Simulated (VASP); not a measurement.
# La (Fm-3m) in VASP: further runs, part 2 of 2

VASP 6.6.1. Earlier steps stand in the parts before.

**3. Single point, RPBE (volume scaled by 1.08)**

File INCAR:

```
SYSTEM = La
PREC = Accurate ; ENCUT = 520
EDIFF = 1E-6 ; ISMEAR = -1
SIGMA = 0.1 ; LREAL = .False.
LASPH = .True. ; NELM = 60
ALGO = Normal ; ISIF = 2
LWAVE = .False. ; LCHARG = .True.
GGA = RP ; LELF = .True.
LVHAR = .True. ; NBANDS = 12
```

File KPOINTS:

```
regular mesh
0
Gamma
  11 11 11
  0 0 0
```

File POSCAR:

```
La
1.0
    0.0000000000      2.7663687797      2.7663687797
    2.7663687797      0.0000000000      2.7663687797
    2.7663687797      2.7663687797      0.0000000000
La
1
Direct
    0.0000000000      0.0000000000      0.0000000000
```

Potentials or basis: VASP PAW PBE potentials, release 64 (La).

Command:

```bash
$ cat potpaw_PBE.64/La/POTCAR > POTCAR
$ mpirun -np 1 vasp_std > vasp.out
```

OUTCAR:

```text
SYSTEM = La
   PREC = Accurate
   ENCUT = 520
   EDIFF = 1E-6
   ISMEAR = -1
   LREAL = .False.
   LASPH = .True.
   NELM = 60
   ISIF = 2
   GGA = RP

 ion  position               nearest neighbor table
   1  0.000  0.000  0.000-

  LATTYP: Found a face centered cubic cell.
 ALAT       =     5.5327375594

  Lattice vectors:

 A1 = (   0.0000000000,   2.7663687797,   2.7663687797)
 A2 = (   2.7663687797,   0.0000000000,   2.7663687797)
 A3 = (   2.7663687797,   2.7663687797,   0.0000000000)

Analysis of symmetry for initial positions (statically):
=====================================================================
 Subroutine PRICEL returns:
 Original cell was already a primitive cell.

 Routine SETGRP: Setting up the symmetry group for a
 face centered cubic supercell.

 Subroutine GETGRP returns: Found 48 space group operations
 (whereof 48 operations were pure point group operations)
 out of a pool of 48 trial point group operations.

The static configuration has the point symmetry O_h .

Analysis of symmetry for dynamics (positions and initial velocities):
=====================================================================
 Subroutine PRICEL returns:
 Original cell was already a primitive cell.

 Routine SETGRP: Setting up the symmetry group for a
 face centered cubic supercell.

 Subroutine GETGRP returns: Found 48 space group operations
 (whereof 48 operations were pure point group operations)
 out of a pool of 48 trial point group operations.

The dynamic configuration has the point symmetry O_h .

 Subroutine INISYM returns: Found 48 space group operations
 (whereof 48 operations are pure point group operations),
 and found     1 'primitive' translations

----------------------------------------------------------------------------------------

                                     Primitive cell

  volume of cell :      42.3409

  direct lattice vectors                    reciprocal lattice vectors
[... 106 lines left out ...]
  volume/ion in A,a.u.               =      42.34       285.73
  Fermi-wavevector in a.u.,A,eV,Ry     =   1.044606  1.974018 14.846687  1.091201
  Thomas-Fermi vector in A             =   2.179365
   LORBIT       =      0    0 simple, 1 ext, 2 COOP (PROOUT), +10 PAW based schemes
   GGA     = RP    functional components
   LHFCALC =     F    Hartree Fock is set to
   AEXX    =    0.0000 exact exchange contribution
   IVDW    =     0    specifies the selected vdW correction
   LEPSILON=     F    determine dielectric tensor
   LRPA    =     F    only Hartree local field effects (RPA)
 non-spin polarized calculation
  energy-cutoff  :      520.00
  volume of cell :       42.34
 maximum number of plane-waves:      1159
 NGX is ok and might be reduce to    30
   NGX = 15   NGY = 15   NGZ = 15

 number of electron      11.0000000 magnetization

 Free energy of the ion-electron system (eV)
  ---------------------------------------------------
  ext. energy  EPLUGINS =         0.00000000
  ---------------------------------------------------
  free energy    TOTEN  =        -4.55653916 eV

  energy without entropy =       -4.49032573  energy(sigma->0) =       -4.52343245

 E-fermi :   6.7589     XC(G=0):  -8.9555

 val. band max:        6.7461651640   @ k =  -0.2727   0.2727   0.0909
 cond. band min:       6.7616243348   @ k =  -0.3636   0.2727   0.0000
 fundamental gap:      0.0154591708
 Fermi energy:         6.7588532403

 k-point     1 :       0.0000    0.0000    0.0000
  band No.  band energies     occupation
      1     -26.3228      2.00000
      2      -9.5342      2.00000
      3      -9.5342      2.00000
      4      -9.5342      2.00000
      5       3.5574      2.00000
      6       7.9309      0.00002
      7       8.1680      0.00000
      8       8.1680      0.00000
      9       8.1680      0.00000
     10       8.3001      0.00000
     11       8.3001      0.00000
     12       8.3001      0.00000
[... 331 lines left out ...]
 k-point    24 :      -0.1818    0.1818    0.0000
  band No.  band energies     occupation
      1     -26.2479      2.00000
      2     -10.0584      2.00000
      3      -9.7530      2.00000
      4      -9.5939      2.00000
      5       5.2931      2.00000
      6       6.9333      0.29753
      7       7.6166      0.00038
      8       8.2124      0.00000
      9       8.2172      0.00000
     10       8.3890      0.00000
     11       8.4336      0.00000
     12       8.6615      0.00000

 [... further k-points ...]
[... 5 lines left out ...]
  --------------------------------------------------------------------------------------
  -------------------------------------------------------------------------------------
  Total       -0.4437445     -0.4437445     -0.4437445      0.0000000      0.0000000      0.0000000
  in kB      -16.7912628    -16.7912628    -16.7912628      0.0000000      0.0000000      0.0000000
  external PRESSURE =     -16.7912628 kB  Pullay stress =       0.0000000 kB

 VOLUME and BASIS-vectors are now :
 -----------------------------------------------------------------------------
  energy-cutoff  :      520.00
  volume of cell :       42.34
      direct lattice vectors                 reciprocal lattice vectors
     0.000000000  2.766368780  2.766368780    -0.180742352  0.180742352  0.180742352
     2.766368780  0.000000000  2.766368780     0.180742352 -0.180742352  0.180742352
     2.766368780  2.766368780  0.000000000     0.180742352  0.180742352 -0.180742352

 POSITION                                       TOTAL-FORCE (eV/Angst)
 -----------------------------------------------------------------------------------
      0.00000      0.00000      0.00000         0.000000      0.000000     -0.000000
 -----------------------------------------------------------------------------------
    total drift:                               -0.000000     -0.000000     -0.000000

  FREE ENERGIE OF THE ION-ELECTRON SYSTEM (eV)
  ---------------------------------------------------
  free  energy   TOTEN  =        -4.5565391603 eV

  energy  without entropy=       -4.4903257316  energy(sigma->0) =       -4.52343245
```

It used 69 s of CPU time on 1 thread of AMD EPYC 7R13 Processor (Zen 3), with other jobs on the host.

What came out:

| Item | Value |
| --- | --- |
| Free energy | -4.5565 eV |
| Pressure | -1.7 GPa |

Caveat: the cell differs from its parent crystal (volume scaled by 1.08); the PAW data sets were made with another functional, which shifts forces and pressure a little; spin-orbit coupling is left out, which moves the levels of the heavy elements.

**4. Single point, RPBE (volume scaled by 1.12)**

File INCAR:

```
PREC     = Accurate       # precision mode
ENCUT    = 520            # plane-wave cutoff, eV
EDIFF    = 1E-7           # SCF threshold, eV
ISMEAR   = -1             # smearing method
SIGMA    = 0.1            # smearing width, eV
LREAL    = False          # projectors in reciprocal space
LASPH    = True           # aspherical terms in the spheres
NELM     = 100            # most SCF steps
ALGO     = Normal         # electronic algorithm
ISIF     = 2              # what is computed and relaxed
LWAVE    = False          # write WAVECAR
LCHARG   = True           # write CHGCAR
GGA      = RP             # functional
LELF     = True           # ELF
LVHAR    = True         
NBANDS   = 12             # bands
```

File KPOINTS:

```
regular mesh
0
Gamma
  11 11 11
```

File POSCAR:

```
La
1.0
    0.0000000000      2.8001083096      2.8001083096
    2.8001083096      0.0000000000      2.8001083096
    2.8001083096      2.8001083096      0.0000000000
La
1
Direct
    0.0000000000      0.0000000000      0.0000000000
```

Command:

```bash
$ cat potpaw_PBE.64/La/POTCAR > POTCAR
$ mpirun -np 1 vasp_std > vasp.out
```

It used 64 s of CPU time on 1 thread of AMD EPYC 7R13 Processor (Zen 3), with other jobs on the host.

The run converged. Its results:

```
Free energy : -4.5371 eV
Pressure    : -2.3 GPa
```

Levels at points of the mesh, in eV from the Fermi level:
| k point | band 2 | band 3 | band 4 | band 5 | band 6 | band 7 | band 8 | band 9 |
| --- | --- | --- | --- | --- | --- | --- | --- | --- |
| (0.00, 0.00, 0.00) | -16.41 | -16.41 | -16.41 | -3.20 | 1.12 | 1.38 | 1.38 | 1.38 |

Caveat: the cell differs from its parent crystal (volume scaled by 1.12); the PAW data sets were made with another functional, which shifts forces and pressure a little; spin-orbit coupling is left out, which moves the levels of the heavy elements.

**5. Relaxation of cell and atoms, RPBE**

This run uses another cell than the first one, of 37.42 Å³/atom, 0.918 times its volume.

File INCAR:

```
SYSTEM = La
PREC = Accurate ; ENCUT = 600
EDIFF = 1E-6 ; ISMEAR = -1
SIGMA = 0.1 ; LREAL = .FALSE.
LASPH = .TRUE. ; NELM = 60
ALGO = Normal ; ISIF = 3
LWAVE = .FALSE. ; LCHARG = .FALSE.
GGA = RP ; IBRION = 2
NSW = 80 ; EDIFFG = -0.01
```

File KPOINTS:

```
regular mesh
0
G
  10 10 10
  0 0 0
```

File POSCAR:

```
La
1.0
    0.0000000000      2.6546496237      2.6546496237
    2.6546496237      0.0000000000      2.6546496237
    2.6546496237      2.6546496237      0.0000000000
La
1
Direct
    0.0000000000      0.0000000000      0.0000000000
```

Command:

```bash
$ cat potpaw_PBE.64/La/POTCAR > POTCAR
$ mpirun -np 1 vasp_std > vasp.out
```

It used 150 s of CPU time on 1 thread of AMD EPYC 7R13 Processor (Zen 3), with other jobs on the host.

Results (log left out):

| Item | Value |
| --- | --- |
| Free energy | -4.5729 eV |
| Relaxed volume | 39.26 Å³/atom |
| Relaxed cell | a = 3.815 Å, b = 3.815 Å, c = 3.815 Å, α = 60.00°, β = 60.00°, γ = 60.00° |
| Space group after relaxing (to 0.05 Å) | Fm-3m (No. 225) |
| Energy gained by relaxing | 7.0 meV/atom |
| Ionic steps | 3 |
| Pressure after relaxing | 0.0 GPa |

Step by step:
| step | energy change (eV) | largest force (eV/Å) | pressure (GPa) | volume (Å³) |
| --- | --- | --- | --- | --- |
| 1 | 0.0000 | 0.0000 | 1.24 | 37.42 |
| 2 | -0.0069 | 0.0000 | 0.17 | 39.00 |
| 3 | -0.0070 | 0.0000 | 0.01 | 39.26 |

Final structure:
```
La
1.0
     0.00000    2.69765    2.69765
     2.69765    0.00000    2.69765
     2.69765    2.69765    0.00000
La
1
Cartesian
  0.0000 0.0000 0.0000
```

Levels at points of the mesh, in eV from the Fermi level:
| k point | band 2 | band 3 | band 4 | band 5 | band 6 | band 7 | band 8 | band 9 |
| --- | --- | --- | --- | --- | --- | --- | --- | --- |
| (0.00, 0.00, 0.00) | -16.06 | -16.06 | -16.06 | -3.19 | 1.26 | 1.47 | 1.47 | 1.47 |
| (0.50, 0.00, 0.00) | -17.22 | -16.21 | -16.21 | -1.63 | 1.27 | 1.28 | 1.28 | 1.69 |
| (0.50, 0.50, 0.00) | -17.14 | -16.47 | -16.47 | -1.82 | -1.24 | 1.75 | 1.77 | 1.77 |

Caveat: the PAW data sets were made with another functional, which shifts forces and pressure a little; spin-orbit coupling is left out, which moves the levels of the heavy elements.

**6. Single point, RPBE**

This run uses another cell than the first one, of 39.20 Å³/atom, 0.962 times its volume.

File INCAR:

```
SYSTEM = La
PREC = Accurate ; ENCUT = 520
EDIFF = 1E-6 ; ISMEAR = -1
SIGMA = 0.1 ; LREAL = .False.
LASPH = .True. ; NELM = 100
ALGO = Normal ; ISIF = 2
LWAVE = .False. ; LCHARG = .True.
GGA = RP ; LELF = .True.
LVHAR = .True. ; NBANDS = 12
```

File KPOINTS:

```
regular mesh
0
Gamma
  17 17 17
  0 0 0
```

File POSCAR:

```
La
1.0
    0.0000000000      2.6963037941      2.6963037941
    2.6963037941      0.0000000000      2.6963037941
    2.6963037941      2.6963037941      0.0000000000
La
1
Direct
    0.0000000000      0.0000000000      0.0000000000
```

Potentials or basis: VASP PAW PBE potentials, release 64 (La).

Command:

```bash
$ cat potpaw_PBE.64/La/POTCAR > POTCAR
$ mpirun -np 1 vasp_std > vasp.out
```

It used 190 s of CPU time on 1 thread of AMD EPYC 7R13 Processor (Zen 3), on a shared host.

The run converged. Its results:

| Property | Result |
| --- | --- |
| Free energy | -4.5729 eV |
| Pressure | -0.1 GPa |

Levels at points of the mesh, in eV from the Fermi level:
```tsv
k point	band 3	band 4	band 5	band 6	band 7	band 8
(0.00, 0.00, 0.00)	-16.05	-16.05	-3.19	1.26	1.47	1.47
```

Caveat: the PAW data sets were made with another functional, which shifts forces and pressure a little; spin-orbit coupling is left out, which moves the levels of the heavy elements.

**7. The runs side by side**

| task | cell | k mesh | cutoff (eV) | gap on the mesh (eV) | pressure (GPa) |
| --- | --- | --- | --- | --- | --- |
| single point | a = 3.863 Å, angles 60.0°, 1 atom | 11 × 11 × 11 | 520 | none | -0.9 |
| single point | a = 3.912 Å, angles 60.0°, 1 atom | 11 × 11 × 11 | 520 | none | -1.7 |
| single point | a = 3.960 Å, angles 60.0°, 1 atom | 11 × 11 × 11 | 520 | none | -2.3 |
| relaxation of cell and atoms | relaxed from a = 3.754 Å, angles 60.0°, 1 atom | 10 × 10 × 10 | 600 | none | 0.0 |
| single point | a = 3.813 Å, angles 60.0°, 1 atom | 17 × 17 × 17 | 520 | none | -0.1 |

Alike in all rows: level RPBE; potentials or basis VASP PAW PBE potentials, release 64 (La); no spin polarisation; smearing fermi-dirac 0.1 eV.

Caveats: the PAW data sets were made with another functional, which shifts forces and pressure a little; spin-orbit coupling is left out, which moves the levels of the heavy elements.

Absolute energies hang on the potentials; compare differences alone.
